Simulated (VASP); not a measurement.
Set up this calculation in VASP 6.6.1, as the native input.

* Task: single point
* Functional: LDA
* Potentials or basis: VASP PAW LDA potentials, release 64 (Ti_sv, Al)
* Cutoff: 520 eV
* k mesh: 21 × 21 × 12
* Occupations: gaussian, width 0.15 eV
* Spin: collinear spin
* Starting moments: [0.625, 0.0] μB
* Fixed moment: 0.625 μB
* Dipole correction: no
* Further INCAR settings: ALGO = Fast; EDIFF = 1e-06; NBANDS = 18

The structure of TiAl lies in POSCAR:

```
TiAl
1.0
    2.8120068102      0.0000000000      0.0000000000
   -1.4060034051      2.4352693333      0.0000000000
    0.0000000000      0.0000000000      4.5900455634
Ti Al
1 1
Direct
    0.0000000000      0.0000000000      0.0000000000
    0.3333333333      0.6666666667      0.5000000000
```

The input as run:

INCAR

```
PREC = Accurate
ENCUT = 520
EDIFF = 1E-6
ISMEAR = 0
SIGMA = 0.15
LREAL = F
LASPH = T
NELM = 150
ALGO = Fast
ISIF = 2
LWAVE = F
LCHARG = F
ISPIN = 2
MAGMOM = 0.625 0
LORBIT = 11
NUPDOWN = 0.625
LMAXMIX = 4
NBANDS = 18
```

KPOINTS

```
regular mesh
0
Gamma
  21 21 12
```

Potentials or basis: VASP PAW LDA potentials, release 64 (Ti_sv, Al).

Run with:

```bash
$ cat potpaw_LDA.64/Ti_sv/POTCAR potpaw_LDA.64/Al/POTCAR > POTCAR
$ mpirun -np 1 vasp_std > vasp.out
```

It gave:

| Quantity | Value |
| --- | --- |
| Pressure | 0.4 GPa |
| Net moment | 0.62 μB per cell |
| Site moments | Ti +0.37; Al +0.02 μB |
| Valence electrons inside the program's atomic spheres | Ti 10.36; Al 0.84 |

Caveat: the total moment is fixed, so each spin has its own Fermi level and the state may be an excited one.

It took 4.5 min on 1 thread of AMD EPYC 9R45 96-Core Processor (Zen 5), on a shared host, peak memory 0.34 GiB.
